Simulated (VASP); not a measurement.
A run of VASP 6.6.1 is set up as follows.

Contents of INCAR:

```
PREC = Accurate
ENCUT = 520
EDIFF = 1E-8
ISMEAR = -1
SIGMA = 0.05
LREAL = False
LASPH = True
NELM = 60
ALGO = Normal
ISIF = 2
LWAVE = False
LCHARG = False
LEFG = True
NBANDS = 20
```

Contents of KPOINTS:

```
Automatic mesh
0
Gamma
  12 12 8
```

POSCAR

```
ZrIn
1.0
    2.4095787582      0.0000000000      0.0000000000
    0.0000000000      2.4095787582      0.0000000000
    0.0000000000      0.0000000000      3.7834381133
Zr In
1 1
Direct
    0.0000000000      0.0000000000      0.0000000000
    0.5000000000      0.5000000000      0.5000000000
```

Potentials or basis: VASP PAW LDA potentials, release 64 (Zr_sv, In_d).

Command:

```console
$ cat potpaw_LDA.64/Zr_sv/POTCAR potpaw_LDA.64/In_d/POTCAR > POTCAR
$ mpirun -np 1 vasp_std > vasp.out
```

Task: Estimate the pressure.

Result: 271.1 GPa.

Task: Estimate the band gap on the k mesh.

Result: Zero (an odd number of electrons rules out a gap without spin polarisation).

Electric field gradients, principal values (V/Å²):
```tsv
atom	least	middle	greatest (by size)
1 Zr	62.664	62.664	-125.329
2 In	108.491	108.491	-216.983
```

Caveat: the cell stands under pressure; without QUAD_EFG the Cq values of the log hold for a quadrupole moment of 1 mb, not for the nuclei; spin-orbit coupling is left out, which moves the levels of the heavy elements.
